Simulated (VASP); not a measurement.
Wanted: the native input for a VASP 6.6.1 run.

- Task: single point
- Functional: PBE
- Potentials or basis: VASP PAW PBE potentials, release 64 (Cr_pv)
- Cutoff: 520 eV
- k mesh: 22 × 22 × 22
- Occupations: gaussian, width 0.05 eV
- Spin: collinear spin, ferromagnetic start
- Starting moments: [0.05] μB
- Dipole correction: no
- Further INCAR settings: ALGO = Normal; EDIFF = 1e-07; NBANDS = 16

The structure of Cr lies in POSCAR:

```
Cr
1.0
   -1.4128509748      1.4128509748      1.4128509748
    1.4128509748     -1.4128509748      1.4128509748
    1.4128509748      1.4128509748     -1.4128509748
Cr
1
Direct
    0.0000000000      0.0000000000      0.0000000000
```

The input as run:

INCAR

```
SYSTEM = Cr
PREC = Accurate
ENCUT = 520
EDIFF = 1E-7
ISMEAR = 0
SIGMA = 0.05
LREAL = .False.
LASPH = .True.
NELM = 150
ALGO = Normal
ISIF = 2
LWAVE = .False.
LCHARG = .False.
ISPIN = 2
MAGMOM = 0.05
LORBIT = 11
LMAXMIX = 4
GGA = PE
NBANDS = 16
```

KPOINTS

```
Automatic mesh
0
Gamma
  22 22 22
  0 0 0
```

Potentials or basis: VASP PAW PBE potentials, release 64 (Cr_pv).

Command:

```bash
$ cat potpaw_PBE.64/Cr_pv/POTCAR > POTCAR
$ mpirun -np 1 vasp_std > vasp.out
```

Results of the run:

The pressure is 5.9 GPa. The band gap on the k mesh is zero (filled and empty bands overlap) and the net moment is 0.00 μB per cell. The valence electrons inside the program's atomic spheres are Cr 11.11.

It took 84 s on 1 thread of Intel(R) Xeon(R) Platinum 8488C (Sapphire Rapids), with other jobs on the host, peak memory 0.19 GiB.
